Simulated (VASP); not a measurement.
# Pt in VASP: a series of runs

Runs on Pt. Level: r2SCAN. Tasks: single point.

All numbers are computed with VASP 6.6.1; they aren't measurements. Logs are shortened: lines on timing, memory, paths and dates and some standing lists are left out, and cuts for length are marked.

## Step 1: The cell of the first run

Symmetry: Fm-3m, No. 225, cubic system. Conventional cell: a = 3.916 Å, b = 3.916 Å, c = 3.916 Å, α = 90.00°, β = 90.00°, γ = 90.00°. Within 3.6 Å of Pt (site symmetry m-3m) lie 12 Pt at 2.77 Å.

## Step 2: Single point, r2SCAN

POSCAR reads:

```
Pt
1.0
    0.0000000000      1.9579000000      1.9579000000
    1.9579000000      0.0000000000      1.9579000000
    1.9579000000      1.9579000000      0.0000000000
Pt
1
Direct
    0.0000000000      0.0000000000      0.0000000000
```

INCAR.step1 reads:

```
ALGO = Normal
EDIFF = 1E-4
ENCUT = 520
GGA = PE
ISMEAR = 0
LASPH = True
LCHARG = False
LREAL = False
LWAVE = True
NBANDS = 11
NELM = 80
PREC = Accurate
SIGMA = 0.1
```

INCAR.step2 reads:

```
ALGO = Normal
EDIFF = 1E-6
ENCUT = 520
ISIF = 2
ISMEAR = 0
ISTART = 1
LASPH = True
LCHARG = True
LELF = True
LMIXTAU = True
LREAL = False
LVHAR = True
LWAVE = False
METAGGA = R2SCAN
NBANDS = 11
NELM = 80
PREC = Accurate
SIGMA = 0.1
```

KPOINTS reads:

```
k-points
0
Gamma
  8 8 8
```

Potentials or basis: VASP PAW PBE potentials, release 64 (Pt).

On the command line:

```
$ cat potpaw_PBE.64/Pt/POTCAR > POTCAR
$ cp INCAR.step1 INCAR
$ mpirun -np 1 vasp_std > vasp.out
$ cp INCAR.step2 INCAR
$ mpirun -np 1 vasp_std > vasp.out
```

OUTCAR:

```text
EDIFF = 1E-6
   ENCUT = 520
   ISIF = 2
   ISMEAR = 0
   ISTART = 1
   LASPH = True
   LREAL = False
   METAGGA = R2SCAN
   NELM = 80
   PREC = Accurate

 ion  position               nearest neighbor table
   1  0.000  0.000  0.000-

  LATTYP: Found a face centered cubic cell.
 ALAT       =     3.9158000000

  Lattice vectors:

 A1 = (   0.0000000000,   1.9579000000,   1.9579000000)
 A2 = (   1.9579000000,   0.0000000000,   1.9579000000)
 A3 = (   1.9579000000,   1.9579000000,   0.0000000000)

Analysis of symmetry for initial positions (statically):
=====================================================================
 Subroutine PRICEL returns:
 Original cell was already a primitive cell.

 Routine SETGRP: Setting up the symmetry group for a
 face centered cubic supercell.

 Subroutine GETGRP returns: Found 48 space group operations
 (whereof 48 operations were pure point group operations)
 out of a pool of 48 trial point group operations.

The static configuration has the point symmetry O_h .

Analysis of symmetry for dynamics (positions and initial velocities):
=====================================================================
 Subroutine PRICEL returns:
 Original cell was already a primitive cell.

 Routine SETGRP: Setting up the symmetry group for a
 face centered cubic supercell.

 Subroutine GETGRP returns: Found 48 space group operations
 (whereof 48 operations were pure point group operations)
 out of a pool of 48 trial point group operations.

The dynamic configuration has the point symmetry O_h .

 Subroutine INISYM returns: Found 48 space group operations
 (whereof 48 operations are pure point group operations),
 and found     1 'primitive' translations

----------------------------------------------------------------------------------------

                                     Primitive cell

  volume of cell :      15.0107

  direct lattice vectors                    reciprocal lattice vectors
     0.000000000  1.957900000  1.957900000    -0.255375658  0.255375658  0.255375658
     1.957900000  0.000000000  1.957900000     0.255375658 -0.255375658  0.255375658
     1.957900000  1.957900000  0.000000000     0.255375658  0.255375658 -0.255375658

  length of vectors
     2.768888734  2.768888734  2.768888734     0.442323614  0.442323614  0.442323614

  position of ions in fractional coordinates (direct lattice)
     0.000000000  0.000000000  0.000000000

  ion indices of the primitive-cell ions
   primitive index   ion index
                 1           1

----------------------------------------------------------------------------------------

 KPOINTS: k-points

Automatic generation of k-mesh.
 Grid dimensions read from file:
 generate k-points for:    8    8    8

 Generating k-lattice:

  Cartesian coordinates                     Fractional coordinates (reciprocal lattice)
    -0.031921957  0.031921957  0.031921957     0.125000000  0.000000000  0.000000000
     0.031921957 -0.031921957  0.031921957     0.000000000  0.125000000  0.000000000
     0.031921957  0.031921957 -0.031921957     0.000000000  0.000000000  0.125000000

  Length of vectors
     0.055290452  0.055290452  0.055290452

  Shift w.r.t. Gamma in fractional coordinates (k-lattice)
     0.000000000  0.000000000  0.000000000

 Subroutine IBZKPT returns following result:
 ===========================================

 Found     29 irreducible k-points:

 Following reciprocal coordinates:
            Coordinates               Weight
  0.000000  0.000000  0.000000      1.000000
  0.125000  0.000000  0.000000      8.000000
  0.250000  0.000000  0.000000      8.000000
  0.375000  0.000000  0.000000      8.000000
  0.500000  0.000000  0.000000      4.000000
  0.125000  0.125000  0.000000      6.000000
[... 16 lines left out ...]
  0.500000  0.250000  0.125000     48.000000
 -0.375000  0.250000  0.125000     24.000000
 [... further k-points ...]
   k-points           NKPTS =     29   k-points in BZ     NKDIM =     29   number of bands    NBANDS=     11
   number of dos      NEDOS =    301   number of ions     NIONS =      1
   total plane-waves  NPLWV =  13824
   dimension x,y,z NGX =    24 NGY =   24 NGZ =   24
   dimension x,y,z NGXF=    48 NGYF=   48 NGZF=   48
   ions per type =               1
   NGX,Y,Z   is equivalent  to a cutoff of  14.41, 14.41, 14.41 a.u.
   NGXF,Y,Z  is equivalent  to a cutoff of  28.82, 28.82, 28.82 a.u.
 SYSTEM =  unknown system
   PREC   = accura    normal or accurate (medium, high low for compatibility)
   ISTART =      1    job   : 0-new  1-cont  2-samecut
   ICHARG =      0    charge: 1-file 2-atom 10-const
   ISPIN  =      1    spin polarized calculation?
   LNONCOLLINEAR =      F non collinear calculations
   LSORBIT =      F    spin-orbit coupling
   LASPH  =      T    aspherical Exc in radial PAW
   ENCUT  =  520.0 eV  38.22 Ry    6.18 a.u.   5.15  5.15  5.15*2*pi/ulx,y,z
   NELM   =     80;   NELMIN=  2; NELMDL=  0     # of ELM steps
   EDIFF  = 0.1E-05   stopping-criterion for ELM
   LREAL  =      F    real-space projection
   EDIFFG = 0.1E-04   stopping-criterion for IOM
   NSW    =      0    number of steps for IOM
   IBRION =     -1    ionic relax: 0-MD 1-quasi-New 2-CG
   NFREE  =      0    steps in history (QN), initial steepest desc. (CG)
   ISIF   =      2    stress and relaxation
   ISYM   =      2    0-nonsym 1-usesym 2-fastsym
   POTIM  = 0.5000    time-step for ionic-motion
   TEBEG  =    0.0;   TEEND  =   0.0 temperature during run
   PSTRESS=    0.0 pullay stress
   NELECT =      10.0000    total number of electrons
   NUPDOWN=      -1.0000    fix difference up-down
   EMIN   =  10.00;   EMAX   =-10.00  energy-range for DOS
   EFERMI =   0.00;   METHOD = LEGACY
   ISMEAR =     0;   SIGMA  =   0.10  broadening in eV -4-tet -1-fermi 0-gaus
   EFERMI_NEDOS =   21; number of points for ismear=-14 and -15
   IALGO  =     38    algorithm
   IMIX   =      4    mixing-type and parameters
     AMIX     =   0.40;   BMIX     =  1.00
     AMIX_MAG =   1.60;   BMIX_MAG =  1.00
  volume/ion in A,a.u.               =      15.01       101.30
  Fermi-wavevector in a.u.,A,eV,Ry     =   1.429797  2.701924 27.814648  2.044319
  Thomas-Fermi vector in A             =   2.549712
   LORBIT       =      0    0 simple, 1 ext, 2 COOP (PROOUT), +10 PAW based schemes
   METAGGA = R2SCAN    functional components
   LHFCALC =     F    Hartree Fock is set to
   AEXX    =    0.0000 exact exchange contribution
   IVDW    =     0    specifies the selected vdW correction
   LEPSILON=     F    determine dielectric tensor
   LRPA    =     F    only Hartree local field effects (RPA)
 non-spin polarized calculation
 Gauss-broadening in eV      SIGMA  =   0.10
  energy-cutoff  :      520.00
  volume of cell :       15.01
 maximum number of plane-waves:       415
 NGX is ok and might be reduce to    24
   NGX = 11   NGY = 11   NGZ = 11

 number of electron       9.9999999 magnetization

 Free energy of the ion-electron system (eV)
  ---------------------------------------------------
  ext. energy  EPLUGINS =         0.00000000
  ---------------------------------------------------
  free energy    TOTEN  =       -51.47974353 eV

  energy without entropy =      -51.47144140  energy(sigma->0) =      -51.47559246

 E-fermi :  11.0252     XC(G=0): -14.6868

 val. band max:       11.0249832213   @ k =  -0.2500   0.1250   0.0000
 cond. band min:      11.0765187810   @ k =   0.3750   0.2500   0.1250
 fundamental gap:      0.0515355598
 Fermi energy:        11.0252227838

 k-point     1 :       0.0000    0.0000    0.0000
  band No.  band energies     occupation
      1       0.5430      2.00000
      2       7.1243      2.00000
      3       7.1243      2.00000
      4       7.1243      2.00000
      5       9.3039      2.00000
      6       9.3039      2.00000
      7      26.5782      0.00000
      8      31.7769      0.00000
      9      31.7769      0.00000
     10      31.7769      0.00000
     11      37.6864      0.00000

 k-point     2 :       0.1250    0.0000    0.0000
  band No.  band energies     occupation
      1       1.1819      2.00000
      2       6.8736      2.00000
      3       7.3527      2.00000
      4       7.3527      2.00000
      5       9.2024      2.00000
      6       9.2024      2.00000
      7      27.4979      0.00000
      8      29.2665      0.00000
      9      32.7463      0.00000
     10      32.7463      0.00000
     11      38.7583      0.00000

 k-point     3 :       0.2500    0.0000    0.0000
  band No.  band energies     occupation
      1       2.6626      2.00000
      2       6.7921      2.00000
      3       7.4975      2.00000
      4       7.4975      2.00000
      5       9.5145      2.00000
      6       9.5145      2.00000
      7      25.2092      0.00000
      8      28.3855      0.00000
      9      34.8900      0.00000
     10      34.8900      0.00000
     11      35.9251      0.00000

 k-point     4 :       0.3750    0.0000    0.0000
  band No.  band energies     occupation
      1       3.4283      2.00000
      2       7.1930      2.00000
      3       7.1930      2.00000
      4       8.6092      2.00000
      5      10.5305      2.00000
      6      10.5305      2.00000
      7      20.4075      0.00000
      8      26.9281      0.00000
      9      32.5674      0.00000
     10      32.5675      0.00000
     11      38.9078      0.00000
[... 239 lines left out ...]
 k-point    22 :       0.3750    0.2500    0.1250
  band No.  band energies     occupation
      1       4.0031      2.00000
      2       5.7481      2.00000
      3       7.0860      2.00000
      4       8.8621      2.00000
      5       8.9082      2.00000
      6      11.0765      0.46819
      7      25.4230      0.00000
      8      27.6208      0.00000
      9      30.0801      0.00000
     10      32.3985      0.00000
     11      36.6232      0.00000

 k-point    23 :       0.5000    0.2500    0.1250
  band No.  band energies     occupation
      1       4.7879      2.00000
      2       6.2837      2.00000
      3       6.5802      2.00000
      4       8.5200      2.00000
      5      10.2932      2.00000
      6      13.1302      0.00000
      7      20.9216      0.00000
      8      26.2424      0.00000
      9      28.2511      0.00000
     10      32.6618      0.00000
     11      36.6685      0.00000

 k-point    24 :      -0.3750    0.2500    0.1250
  band No.  band energies     occupation
      1       4.7880      2.00000
      2       6.0533      2.00000
      3       7.5174      2.00000
      4       8.2365      2.00000
      5      10.8634      1.97792
      6      15.7967      0.00000
      7      16.9580      0.00000
      8      26.5815      0.00000
      9      27.0461      0.00000
     10      31.3178      0.00000
     11      38.5805      0.00000

 [... further k-points ...]
[... 5 lines left out ...]
  --------------------------------------------------------------------------------------
  -------------------------------------------------------------------------------------
  Total        0.5032029      0.5032029      0.5032029      0.0000000      0.0000000      0.0000000
  in kB       53.7096369     53.7096369     53.7096369      0.0000000      0.0000000      0.0000000
  external PRESSURE =      53.7096369 kB  Pullay stress =       0.0000000 kB

 VOLUME and BASIS-vectors are now :
 -----------------------------------------------------------------------------
  energy-cutoff  :      520.00
  volume of cell :       15.01
      direct lattice vectors                 reciprocal lattice vectors
     0.000000000  1.957900000  1.957900000    -0.255375658  0.255375658  0.255375658
     1.957900000  0.000000000  1.957900000     0.255375658 -0.255375658  0.255375658
     1.957900000  1.957900000  0.000000000     0.255375658  0.255375658 -0.255375658

 POSITION                                       TOTAL-FORCE (eV/Angst)
 -----------------------------------------------------------------------------------
      0.00000      0.00000      0.00000        -0.000000      0.000000      0.000000
 -----------------------------------------------------------------------------------
    total drift:                               -0.000000      0.000000     -0.000000

  FREE ENERGIE OF THE ION-ELECTRON SYSTEM (eV)
  ---------------------------------------------------
  free  energy   TOTEN  =       -51.4797435258 eV

  energy  without entropy=      -51.4714413984  energy(sigma->0) =      -51.47559246
```

Wall time 20 s (1 thread of Intel Xeon Platinum 8259CL at 2.50GHz (Skylake/Cascade Lake), shared host); peak memory 0.15 GiB.

Results:

```yaml
Free_energy: -51.4797 eV
Pressure: 5.4 GPa
Band_gap_on_the_k_mesh: zero (band 5 reaches 11.59 eV, above the bottom of band 6 at 9.20 eV)
```

Caveat: the PAW data sets were made with another functional, which shifts forces and pressure a little; spin-orbit coupling is left out, which moves the levels of the heavy elements.

(Part 1 of 2 ends here.)
